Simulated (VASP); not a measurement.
A run of VASP 6.6.1 is set up as follows.

Contents of INCAR:

```
SYSTEM = C
PREC = Accurate ; ENCUT = 600
EDIFF = 1E-6 ; ISMEAR = -1
SIGMA = 0.1 ; LREAL = .FALSE.
LASPH = .TRUE. ; NELM = 120
ALGO = Normal ; ISIF = 2
LWAVE = .FALSE. ; LCHARG = .FALSE.
GGA = PS ; NBANDS = 11
GGA_COMPAT = .FALSE.
```

The input KPOINTS:

```
regular mesh
0
G
  5 5 5
  0 0 0
```

Contents of POSCAR:

```
C
1.0
    0.0000000000      1.7833700000      1.7833700000
    1.7833700000      0.0000000000      1.7833700000
    1.7833700000      1.7833700000      0.0000000000
C
2
Direct
    0.0086705528     -0.0055132282      0.0025413886
    0.2413294472      0.2555132282      0.2474586114
```

Potentials or basis: VASP PAW PBE potentials, release 64 (C).

The run is started by

```bash
$ cat potpaw_PBE.64/C/POTCAR > POTCAR
$ mpirun -np 1 vasp_std > vasp.out
```

(1) Estimate the pressure.

(2) What does it give for the largest force?

(3) Estimate the band gap on the k mesh.

Answers

(1) -3.5 GPa.

(2) 1.569 eV/Å.

(3) 3.30 eV, indirect (least direct gap 4.24 eV).

Caveat: the k points lie up to 0.61 Å⁻¹ apart; the PAW data sets were made with another functional, which shifts forces and pressure a little.
